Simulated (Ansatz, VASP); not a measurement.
**One calculation of C, two programs**

File POSCAR:

```
C
1.0
    0.0000000000      1.7801417897      1.7801417897
    1.7801417897      0.0000000000      1.7801417897
    1.7801417897      1.7801417897      0.0000000000
C
2
Direct
    0.0000000000      0.0000000000      0.0000000000
    0.2500000000      0.2500000000      0.2500000000
```

INCAR.step1

```
  ALGO = Normal
  EDIFF = 1E-5
  ENCUT = 660
  GGA = PE
  GGA_COMPAT = False
  ISMEAR = 0
  LASPH = True
  LCHARG = False
  LREAL = False
  LWAVE = True
  NBANDS = 11
  NELM = 120
  PREC = Accurate
  SIGMA = 0.02
```

Contents of INCAR.step2:

```
  ALGO = Normal
  EDIFF = 1E-6
  ENCUT = 660
  GGA_COMPAT = False
  ISIF = 2
  ISMEAR = 0
  ISTART = 1
  LASPH = True
  LCHARG = False
  LMIXTAU = True
  LREAL = False
  LWAVE = False
  METAGGA = R2SCAN
  NBANDS = 11
  NELM = 120
  PREC = Accurate
  SIGMA = 0.02
```

The input KPOINTS:

```
k-points
0
Gamma
  12 12 12
```

Input for Ansatz:

```yaml
crystal:
  lattice:
    - [0.0, 1.7801417897, 1.7801417897]
    - [1.7801417897, 0.0, 1.7801417897]
    - [1.7801417897, 1.7801417897, 0.0]
  atoms:
    - { symbol: C, position: [0.0, 0.0, 0.0] }
    - { symbol: C, position: [0.25, 0.25, 0.25] }
basis:
  ecutwfc: 500
kpoints:
  mp_grid: { grid: [12, 12, 12] }
hamiltonian:
  xc: r2scan
scf:
  occupations: { method: gaussian, width: 0.02 }
output:
  forces: false
  stress: false
  eigenvalues: true
  eigenstates:
    kpoints:
      - [0.0, 0.0, 0.0]
      - [0.0, 0.005666367, 0.005666367]
      - [0.0, -0.005666367, -0.005666367]
      - [0.005666367, 0.0, 0.005666367]
      - [-0.005666367, 0.0, -0.005666367]
      - [0.005666367, 0.005666367, 0.0]
      - [-0.005666367, -0.005666367, 0.0]
      - [0.004006727, 0.004006727, 0.008013453]
      - [-0.004006727, -0.004006727, -0.008013453]
      - [0.004006727, 0.008013453, 0.004006727]
      - [-0.004006727, -0.008013453, -0.004006727]
      - [0.008013453, 0.004006727, 0.004006727]
      - [-0.008013453, -0.004006727, -0.004006727]
      - [0.006542957, 0.006542957, 0.006542957]
      - [-0.006542957, -0.006542957, -0.006542957]
      - [0.0, 0.361979, 0.361979]
      - [0.0, 0.367645367, 0.367645367]
      - [0.0, 0.356312633, 0.356312633]
      - [0.005666367, 0.361979, 0.367645367]
      - [-0.005666367, 0.361979, 0.356312633]
      - [0.005666367, 0.367645367, 0.361979]
      - [-0.005666367, 0.356312633, 0.361979]
      - [0.004006727, 0.365985727, 0.369992453]
      - [-0.004006727, 0.357972273, 0.353965547]
      - [0.004006727, 0.369992453, 0.365985727]
      - [-0.004006727, 0.353965547, 0.357972273]
      - [0.008013453, 0.365985727, 0.365985727]
      - [-0.008013453, 0.357972273, 0.357972273]
      - [0.006542957, 0.368521957, 0.368521957]
      - [-0.006542957, 0.355436043, 0.355436043]
    e_range: [-5.861345, 5.861345]
checkpoint:
  read: start.run
  write: ck
  compress: false
  write_wavefunctions: false
  write_every: 100000
```

Alike in both runs: task single point; functional r2SCAN; k mesh 12 × 12 × 12; occupations gaussian, width 0.02 eV; no spin polarisation.

|  | VASP | Ansatz |
| --- | --- | --- |
| version | VASP 6.6.1 | Ansatz 0.2.0 |
| potentials or method | VASP PAW PBE potentials, release 64 (C), cutoff 660 eV | scalar-relativistic, plane waves, PAW |
| valence electrons in the cell | 8 | 8 |

```csv
,VASP,Ansatz,Ansatz less VASP
gap on the k mesh at the Fermi level (eV),4.36,4.39,+0.029
least direct gap on the mesh (eV),5.85,5.90,+0.044
```

VASP's potentials were made for PBE, not for r2SCAN. With one functional, cell and mesh, what is left measures potentials, basis and numerics.
